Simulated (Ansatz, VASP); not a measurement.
**Two plane-wave programs on Al3Cu**

INCAR

```
  PREC = Accurate
  ENCUT = 520
  EDIFF = 1E-6
  ISMEAR = 0
  SIGMA = 0.1
  LREAL = False
  LASPH = True
  NELM = 60
  ALGO = Normal
  ISIF = 2
  LWAVE = False
  LCHARG = False
  GGA = PS
  NBANDS = 18
```

The input KPOINTS:

```
Automatic mesh
0
Gamma
  12 12 12
```

POSCAR

```
Al3Cu
1.0
    3.7670417310      0.0000000000      0.0000000000
    0.0000000000      3.7670417310      0.0000000000
    0.0000000000      0.0000000000      3.7670417310
Cu Al
1 3
Direct
    0.0000000000      0.0000000000      0.0000000000
    0.5000000000      0.5000000000      0.0000000000
    0.5000000000      0.0000000000      0.5000000000
    0.0000000000      0.5000000000      0.5000000000
```

Input for Ansatz:

```yaml
crystal:
  lattice:
    - [3.767041731, 0.0, 0.0]
    - [0.0, 3.767041731, 0.0]
    - [0.0, 0.0, 3.767041731]
  atoms:
    - { symbol: Cu, position: [0.0, 0.0, 0.0] }
    - { symbol: Al, position: [0.5, 0.5, 0.0] }
    - { symbol: Al, position: [0.5, 0.0, 0.5] }
    - { symbol: Al, position: [0.0, 0.5, 0.5] }
basis:
  ecutwfc: 420
kpoints:
  mp_grid: { grid: [12, 12, 12] }
hamiltonian:
  xc: pbesol
scf:
  occupations: { method: gaussian, width: 0.1 }
output:
  forces: true
  stress: true
  eigenvalues: true
  populations: true
```

Alike in both runs: task single point; functional PBEsol; k mesh 12 × 12 × 12; occupations gaussian, width 0.1 eV; no spin polarisation.

```csv
,VASP,Ansatz
version,VASP 6.6.1,Ansatz 0.2.0
potentials or method,"VASP PAW PBE potentials, release 64 (Cu, Al), cutoff 520 eV","scalar-relativistic, plane waves, PAW"
valence electrons in the cell,20,28
```

Ansatz gave:

- gap on the k mesh at the Fermi level (eV): none
- pressure (GPa): 12.2

Problem. What did VASP give for the same quantities?

Solution. gap on the k mesh at the Fermi level (eV): none; pressure (GPa): 12.5.

VASP's potentials were made for PBE, not for PBEsol. A gap of «none» marks a metal or a gap that the smearing closes. VASP's potentials hold 20 valence electrons a cell and Ansatz's 28, so a difference there can come from the potentials and not from the codes.
